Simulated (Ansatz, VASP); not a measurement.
Two plane-wave programs on Si2C3

```xyz
5
Lattice="3.0009 1.7326 1.7416 -3.0009 1.7326 1.7416 0.0000 -3.4651 1.7416" Properties=species:S:1:pos:R:3 pbc="T T T"
Si    0.0000    0.0000    3.7759
Si    0.0000    0.0000    1.4489
C    -1.5004    0.8663    0.8708
C     0.0000   -1.7326    0.8708
C     1.5004    0.8663    0.8708
```

Change from the starting cell: species swapped into the Br2Cl3 type (R-3m, No. 166).

Alike in both runs: functional PBE; k mesh 4 × 4 × 4; occupations gaussian, width 0.2 eV; no spin polarisation.

Ansatz relaxed the structure, and its values are those at the end. VASP's run is a single point on that final structure, the one shown.

|  | VASP | Ansatz |
| --- | --- | --- |
| version | VASP 6.6.1 | Ansatz 0.2.0 |
| potentials or method | VASP PAW PBE potentials, release 64 (Si, C), cutoff 600 eV | scalar-relativistic, plane waves, PAW |
| valence electrons in the cell | 20 | 20 |

Ansatz gave:

* gap on the k mesh at the Fermi level (eV): none
* pressure (GPa): -0.2

Question: Estimate VASP's values.

Answer: gap on the k mesh at the Fermi level (eV): none; pressure (GPa): -0.5.

A gap of «none» marks a metal or a gap that the smearing closes.

The k mesh is coarse, so the values compare programs but aren't converged.
